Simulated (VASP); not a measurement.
# Mo7AsS16 (a cell with a defect) in VASP: single point with PBE

Aim: the single point of Mo7AsS16 (a cell with a defect) with PBE.

Program: VASP 6.6.1. These are calculated values, not measurements. Logs are shortened: lines on timing, memory, paths and dates and some standing lists are left out, and cuts for length are marked.

## Step 1: The cell of the first run

The cell holds a defect, 24 atoms: a = 6.338 Å, b = 6.338 Å, c = 12.324 Å, α = 90.00°, β = 90.00°, γ = 120.00°.

## Step 2: Single point, PBE

Input file INCAR:

```
SYSTEM = Mo7AsS16
PREC = Accurate
ENCUT = 520
EDIFF = 1E-7
ISMEAR = -1
SIGMA = 0.01
LREAL = Auto
LASPH = .TRUE.
NELM = 100
ALGO = Normal
ISIF = 2
LWAVE = .FALSE.
LCHARG = .FALSE.
GGA = PE
NBANDS = 118
NELECT = 198.0
```

Input file KPOINTS:

```
regular mesh
0
G
  4 4 2
  0 0 0
```

Input file POSCAR:

```
Mo7AsS16
1.0
    6.3380000000      0.0000000000      0.0000000000
   -3.1690000000      5.4888690092      0.0000000000
    0.0000000000      0.0000000000     12.3240000000
As Mo S
1 7 16
Direct
    0.1666666667      0.3333333333      0.2500000000
    0.1723539051      0.8361769526      0.2500000000
    0.6638230474      0.3276460949      0.2500000000
    0.6638230474      0.8361769526      0.2500000000
    0.3333624770      0.1666375230      0.7500000000
    0.3333624770      0.6667249539      0.7500000000
    0.8332750461      0.1666375230      0.7500000000
    0.8333333333      0.6666666667      0.7500000000
    0.1666666667      0.3333333333      0.6238557720
    0.1667034817      0.8333517409      0.6236705243
    0.6666482591      0.3332965183      0.6236705243
    0.6666482591      0.8333517409      0.6236705243
    0.3376384817      0.1623615183      0.1230550273
    0.3376384817      0.6752769634      0.1230550273
    0.8247230366      0.1623615183      0.1230550273
    0.8333333333      0.6666666667      0.1246517718
    0.1666666667      0.3333333333      0.8761442280
    0.1667034817      0.8333517409      0.8763294757
    0.6666482591      0.3332965183      0.8763294757
    0.6666482591      0.8333517409      0.8763294757
    0.3376384817      0.1623615183      0.3769449727
    0.3376384817      0.6752769634      0.3769449727
    0.8247230366      0.1623615183      0.3769449727
    0.8333333333      0.6666666667      0.3753482282
```

Potentials or basis: VASP PAW PBE potentials, release 64 (As, Mo_sv, S).

On the command line:

```bash
$ cat potpaw_PBE.64/As/POTCAR potpaw_PBE.64/Mo_sv/POTCAR potpaw_PBE.64/S/POTCAR > POTCAR
$ mpirun -np 1 vasp_std > vasp.out
```

OUTCAR:

```text
SYSTEM = Mo7AsS16
   PREC = Accurate
   ENCUT = 520
   EDIFF = 1E-7
   ISMEAR = -1
   LREAL = Auto
   LASPH = .TRUE.
   NELM = 100
   ISIF = 2
   GGA = PE
   NELECT = 198.0

 ion  position               nearest neighbor table
   1  0.167  0.333  0.250-  13 2.44  21 2.44  15 2.44  23 2.44  22 2.44  14 2.44   3 3.17   2 3.17
                             4 3.17   4 3.17   3 3.17   2 3.17
   2  0.172  0.836  0.250-  13 2.38  21 2.38  14 2.38  22 2.38  16 2.42  24 2.42   4 3.11   3 3.11
                             1 3.17   1 3.17   4 3.22   3 3.22
   3  0.664  0.328  0.250-  13 2.38  21 2.38  15 2.38  23 2.38  16 2.42  24 2.42   2 3.11   4 3.11
                             1 3.17   1 3.17   4 3.22   2 3.22
   4  0.664  0.836  0.250-  14 2.38  22 2.38  15 2.38  23 2.38  16 2.42  24 2.42   2 3.11   3 3.11
                             1 3.17   1 3.17   2 3.22   3 3.22
   5  0.333  0.167  0.750-   9 2.40  17 2.40  11 2.40  19 2.40  18 2.40  10 2.40   7 3.17   6 3.17
                             8 3.17   8 3.17   7 3.17   6 3.17
   6  0.333  0.667  0.750-   9 2.40  17 2.40  12 2.40  20 2.40  18 2.40  10 2.40   5 3.17   7 3.17
                             8 3.17   8 3.17   5 3.17   7 3.17
   7  0.833  0.167  0.750-   9 2.40  17 2.40  12 2.40  20 2.40  19 2.40  11 2.40   5 3.17   6 3.17
                             8 3.17   8 3.17   5 3.17   6 3.17
   8  0.833  0.667  0.750-  12 2.40  20 2.40  18 2.40  10 2.40  19 2.40  11 2.40   6 3.17   7 3.17
                             5 3.17   5 3.17   6 3.17   7 3.17
   9  0.167  0.333  0.624-   5 2.40   7 2.40   6 2.40
  10  0.167  0.833  0.624-   5 2.40   6 2.40   8 2.40
  11  0.667  0.333  0.624-   5 2.40   7 2.40   8 2.40
  12  0.667  0.833  0.624-   6 2.40   7 2.40   8 2.40
  13  0.338  0.162  0.123-   3 2.38   2 2.38   1 2.44
  14  0.338  0.675  0.123-   4 2.38   2 2.38   1 2.44
[... 8 lines left out ...]
  23  0.825  0.162  0.377-   4 2.38   3 2.38   1 2.44
  24  0.833  0.667  0.375-   4 2.42   2 2.42   3 2.42

  LATTYP: Found a hexagonal cell.
 ALAT       =     6.3380000000
 C/A-ratio  =     1.9444619754

  Lattice vectors:

 A1 = (   6.3380000000,   0.0000000000,   0.0000000000)
 A2 = (  -3.1690000000,   5.4888690092,   0.0000000000)
 A3 = (   0.0000000000,   0.0000000000,  12.3240000000)

Analysis of symmetry for initial positions (statically):
=====================================================================
 Subroutine PRICEL returns:
 Original cell was already a primitive cell.

 Routine SETGRP: Setting up the symmetry group for a
 hexagonal supercell.

 Subroutine GETGRP returns: Found 12 space group operations
 (whereof  2 operations were pure point group operations)
 out of a pool of 24 trial point group operations.

The static configuration has the point symmetry C_1h.
 The point group associated with its full space group is D_3h.

Analysis of symmetry for dynamics (positions and initial velocities):
[... 151 lines left out ...]
   NUPDOWN=      -1.0000    fix difference up-down
   EMIN   =  10.00;   EMAX   =-10.00  energy-range for DOS
   EFERMI =   0.00;   METHOD = LEGACY
   ISMEAR =    -1;   SIGMA  =   0.01  broadening in eV -4-tet -1-fermi 0-gaus
   EFERMI_NEDOS =   21; number of points for ismear=-14 and -15
   IALGO  =     38    algorithm
   IMIX   =      4    mixing-type and parameters
     AMIX     =   0.40;   BMIX     =  1.00
     AMIX_MAG =   1.60;   BMIX_MAG =  1.00
  volume/ion in A,a.u.               =      17.86       120.55
  Fermi-wavevector in a.u.,A,eV,Ry     =   1.265419  2.391295 21.786803  1.601285
  Thomas-Fermi vector in A             =   2.398673
   LORBIT       =      0    0 simple, 1 ext, 2 COOP (PROOUT), +10 PAW based schemes
   GGA     = PE    functional components
   LHFCALC =     F    Hartree Fock is set to
   AEXX    =    0.0000 exact exchange contribution
   IVDW    =     0    specifies the selected vdW correction
   LEPSILON=     F    determine dielectric tensor
   LRPA    =     F    only Hartree local field effects (RPA)
 non-spin polarized calculation
  energy-cutoff  :      520.00
  volume of cell :      428.73
 maximum number of plane-waves:     11595
 NGX is ok and might be reduce to    48
   NGX = 23   NGY = 23   NGZ = 45

 number of electron     197.9999993 magnetization

 Free energy of the ion-electron system (eV)
  ---------------------------------------------------
  ext. energy  EPLUGINS =         0.00000000
  ---------------------------------------------------
  free energy    TOTEN  =      -169.58064882 eV

  energy without entropy =     -169.57499496  energy(sigma->0) =     -169.57782189

 E-fermi :   6.8117     XC(G=0): -10.7127

 val. band max:        6.8025801509   @ k =   0.2500   0.2500   0.5000
 cond. band min:       6.8207140893   @ k =   0.2500   0.0000   0.5000
 fundamental gap:      0.0181339383
 Fermi energy:         6.8116816434

 k-point     1 :       0.0000    0.0000    0.0000
  band No.  band energies     occupation
      1     -54.3587      2.00000
      2     -54.3279      2.00000
      3     -54.3279      2.00000
      4     -54.1444      2.00000
      5     -54.1073      2.00000
      6     -54.1032      2.00000
[... 901 lines left out ...]
    110       9.2448      0.00000
    111       9.2668      0.00000
 [bands above 111 left out]

------------------------ aborting loop because EDIFF is reached ----------------------------------------

  FORCE on cell =-STRESS in cart. coord.  units (eV):
  Direction    XX          YY          ZZ          XY          YZ          ZX
  --------------------------------------------------------------------------------------
  -------------------------------------------------------------------------------------
  Total        6.2028415      6.2028415     -7.7232973      0.0000000      0.0000000      0.0000000
  in kB       23.1800558     23.1800558    -28.8620081      0.0000000      0.0000000      0.0000000
  external PRESSURE =       5.8327012 kB  Pullay stress =       0.0000000 kB

 VOLUME and BASIS-vectors are now :
 -----------------------------------------------------------------------------
  energy-cutoff  :      520.00
  volume of cell :      428.73
      direct lattice vectors                 reciprocal lattice vectors
     6.338000000  0.000000000  0.000000000     0.157778479  0.091093447  0.000000000
    -3.169000000  5.488869009  0.000000000     0.000000000  0.182186895  0.000000000
     0.000000000  0.000000000 12.324000000     0.000000000  0.000000000  0.081142486

 POSITION                                       TOTAL-FORCE (eV/Angst)
 -----------------------------------------------------------------------------------
      0.00000      1.82962      3.08100         0.000000     -0.000000     -0.000000
     -1.55747      4.58967      3.08100        -0.006542     -0.003777     -0.000000
      3.16900      1.79841      3.08100         0.000000      0.007554     -0.000000
      1.55747      4.58967      3.08100         0.006542     -0.003777     -0.000000
      1.58478      0.91465      9.24300        -0.006135      0.003542     -0.000000
      0.00000      3.65957      9.24300         0.000000     -0.007084     -0.000000
[... 16 lines left out ...]
      4.71257      0.89118      4.64547        -0.010175     -0.005874     -0.006796
      3.16900      3.65925      4.62579         0.000000     -0.000000     -0.022150
 -----------------------------------------------------------------------------------
    total drift:                                0.000006     -0.000003      0.000000

  FREE ENERGIE OF THE ION-ELECTRON SYSTEM (eV)
  ---------------------------------------------------
  free  energy   TOTEN  =      -169.5806488216 eV

  energy  without entropy=     -169.5749949608  energy(sigma->0) =     -169.57782189
```

Run time: 9.3 min. Hardware: 1 thread of AMD EPYC 9R45 (Zen 5), shared host; peak memory 0.61 GiB.

What came out:

```yaml
Free_energy: -169.5806 eV
Largest_force: 0.022 eV/Å
```

Forces in eV/Å, atoms in the order of the input:
```
As   0.000  0.000  0.000
Mo  -0.007 -0.004  0.000
Mo   0.000  0.008  0.000
Mo   0.007 -0.004  0.000
Mo  -0.006  0.004  0.000
Mo   0.000 -0.007  0.000
Mo   0.006  0.004  0.000
Mo   0.000  0.000  0.000
S    0.000  0.000  0.012
S    0.000  0.000  0.009
S    0.000  0.000  0.009
S    0.000  0.000  0.009
S    0.010 -0.006  0.007
S    0.000  0.012  0.007
S   -0.010 -0.006  0.007
S    0.000  0.000  0.022
S    0.000  0.000 -0.012
S    0.000  0.000 -0.009
S    0.000  0.000 -0.009
S    0.000  0.000 -0.009
S    0.010 -0.006 -0.007
S    0.000  0.012 -0.007
S   -0.010 -0.006 -0.007
S    0.000  0.000 -0.022
```

Levels at points of the mesh, in eV from the Fermi level:
| k point | band 97 | band 98 | band 99 | band 100 | band 101 | band 102 |
| --- | --- | --- | --- | --- | --- | --- |
| (0.00, 0.00, 0.00) | -0.61 | -0.24 | -0.24 | 0.06 | 1.14 | 1.91 |
| (0.50, 0.00, 0.00) | -0.60 | -0.59 | 0.03 | 0.20 | 0.91 | 1.62 |
| (0.00, 0.00, 0.50) | -0.44 | -0.23 | -0.23 | 0.28 | 1.13 | 1.91 |
| (0.50, 0.00, 0.50) | -0.59 | -0.58 | 0.03 | 0.26 | 0.96 | 1.66 |

Caveat: the cell carries a net charge on a neutralising background, which shifts energy and pressure; the cell is charged against a uniform background, so pressure and absolute levels hang on convention.
